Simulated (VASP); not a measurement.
Wanted: the native input for a VASP 6.6.1 run.

- Task: single point
- Functional: r2SCAN
- Potentials or basis: VASP PAW PBE potentials, release 64 (Zn, O_h)
- Cutoff: 910 eV
- k mesh: 10 × 10 × 10
- Occupations: gaussian, width 0.01 eV
- Spin: no spin polarisation
- Dipole correction: no
- Further INCAR settings: ALGO = Normal; EDIFF = 1e-06; NBANDS = 16

Crystal: ZnO.

```xyz
2
Lattice="-0.0447 2.0891 2.0891 2.0891 -0.0447 2.0891 2.0891 2.0891 -0.0447" Properties=species:S:1:pos:R:3 pbc="T T T"
Zn    0.0000    0.0000    0.0000
O     2.0668    2.0668    2.0668
```

This cell differs from its parent crystal: strain along [111] -3.1%.

One way to write it, as run:

POSCAR

```
ZnO
1.0
   -0.0446669283      2.0891035314      2.0891035314
    2.0891035314     -0.0446669283      2.0891035314
    2.0891035314      2.0891035314     -0.0446669283
Zn O
1 1
Direct
    0.0000000000      0.0000000000      0.0000000000
    0.5000000000      0.5000000000      0.5000000000
```

INCAR.step1

```
PREC     = Accurate       # precision mode
ENCUT    = 910            # plane-wave cutoff, eV
ISMEAR   = 0              # smearing method
SIGMA    = 0.01           # smearing width, eV
LREAL    = False          # projectors in reciprocal space
LASPH    = True           # aspherical terms in the spheres
NELM     = 120            # most SCF steps
NBANDS   = 16             # bands
GGA      = PE             # functional
ALGO     = Normal         # electronic algorithm
EDIFF    = 1E-5           # SCF threshold, eV
LWAVE    = True           # write WAVECAR
LCHARG   = False          # write CHGCAR
GGA_COMPAT= False
```

INCAR.step2

```
PREC     = Accurate       # precision mode
ENCUT    = 910            # plane-wave cutoff, eV
EDIFF    = 1E-6           # SCF threshold, eV
ISMEAR   = 0              # smearing method
SIGMA    = 0.01           # smearing width, eV
LREAL    = False          # projectors in reciprocal space
LASPH    = True           # aspherical terms in the spheres
NELM     = 120            # most SCF steps
ALGO     = Normal         # electronic algorithm
ISIF     = 2              # what is computed and relaxed
LWAVE    = False          # write WAVECAR
LCHARG   = False          # write CHGCAR
METAGGA  = R2SCAN         # meta-GGA
LMIXTAU  = True         
NBANDS   = 16             # bands
ISTART   = 1            
GGA_COMPAT= False
```

KPOINTS

```
regular mesh
0
Gamma
  10 10 10
```

Potentials or basis: VASP PAW PBE potentials, release 64 (Zn, O_h).

The run is started by

```sh
$ cat potpaw_PBE.64/Zn/POTCAR potpaw_PBE.64/O_h/POTCAR > POTCAR
$ cp INCAR.step1 INCAR
$ mpirun -np 1 vasp_std > vasp.out
$ cp INCAR.step2 INCAR
$ mpirun -np 1 vasp_std > vasp.out
```

It gave:

| Quantity | Value |
| --- | --- |
| Pressure | 7.8 GPa |
| Band gap on the k mesh | 1.69 eV (least direct gap 3.10 eV) |

Caveat: the cell differs from its parent crystal (strain along [111] -3.1%); the cutoff is under 1.25 times the usual one of these potentials, so pressure, stress and relaxed cells hold a basis-set (Pulay) error; the cell stands under pressure; the PAW data sets were made with another functional, which shifts forces and pressure a little.

Wall time 5.2 min on 1 thread of Intel(R) Xeon(R) Platinum 8259CL CPU @ 2.50GHz (Skylake/Cascade Lake) (shared host), peak memory 0.23 GiB.
